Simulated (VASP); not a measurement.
Wanted: the native input for a VASP 6.6.1 run.

| Quantity | Value |
| --- | --- |
| Task | single point |
| Functional | r2SCAN |
| Potentials or basis | VASP PAW PBE potentials, release 64 (Mo_sv, S) |
| Cutoff | 520 eV |
| k mesh | 12 × 12 × 12 |
| Occupations | gaussian, width 0.1 eV |
| Spin | no spin polarisation |
| Hubbard terms | Mo d U = 4.38 eV |
| Dipole correction | no |
| Further INCAR settings | ALGO = Normal; EDIFF = 1e-07; NBANDS = 17 |

Crystal: MoS.

```
Mo S
1.0
     3.20620    0.00000    0.00000
     0.00000    3.20620    0.00000
     0.00000    0.00000    3.20620
Mo S
1 1
Direct
  0.00000 0.00000 0.00000
  0.50000 0.50000 0.50000
```

One way to write it, as run:

POSCAR

```
MoS
1.0
    3.2061963931      0.0000000000      0.0000000000
    0.0000000000      3.2061963931      0.0000000000
    0.0000000000      0.0000000000      3.2061963931
Mo S
1 1
Direct
    0.0000000000      0.0000000000      0.0000000000
    0.5000000000      0.5000000000      0.5000000000
```

INCAR.step1

```
SYSTEM = MoS
PREC = Accurate ; ENCUT = 520
ISMEAR = 0 ; SIGMA = 0.1
LREAL = .False. ; LASPH = .True.
NELM = 150 ; LMAXMIX = 4
LDAU = .True. ; LDAUTYPE = 2
LDAUL = 2 -1 ; LDAUU = 4.38 0
LDAUJ = 0 0 ; NBANDS = 17
GGA = PE ; ALGO = Normal
EDIFF = 1E-4 ; LWAVE = .True.
LCHARG = .False.
```

INCAR.step2

```
SYSTEM = MoS
PREC = Accurate ; ENCUT = 520
EDIFF = 1E-7 ; ISMEAR = 0
SIGMA = 0.1 ; LREAL = .False.
LASPH = .True. ; NELM = 150
ALGO = Normal ; ISIF = 2
LWAVE = .False. ; LCHARG = .False.
LMAXMIX = 4 ; LDAU = .True.
LDAUTYPE = 2 ; LDAUL = 2 -1
LDAUU = 4.38 0 ; LDAUJ = 0 0
LDAUPRINT = 1 ; METAGGA = R2SCAN
LMIXTAU = .True. ; NBANDS = 17
ISTART = 1
```

KPOINTS

```
regular mesh
0
Gamma
  12 12 12
  0 0 0
```

Potentials or basis: VASP PAW PBE potentials, release 64 (Mo_sv, S).

Run with:

```console
$ cat potpaw_PBE.64/Mo_sv/POTCAR potpaw_PBE.64/S/POTCAR > POTCAR
$ cp INCAR.step1 INCAR
$ mpirun -np 1 vasp_std > vasp.out
$ cp INCAR.step2 INCAR
$ mpirun -np 1 vasp_std > vasp.out
```

It gave:

The pressure is -2.4 GPa. The band gap on the k mesh is 0.03 eV (least direct gap 0.11 eV).

Caveat: semilocal functionals underestimate gaps, and a narrow one can read as zero; the PAW data sets were made with another functional, which shifts forces and pressure a little.

Wall time 5.6 min on 1 thread of Intel(R) Xeon(R) Platinum 8488C (Sapphire Rapids) (shared host), peak memory 0.18 GiB.
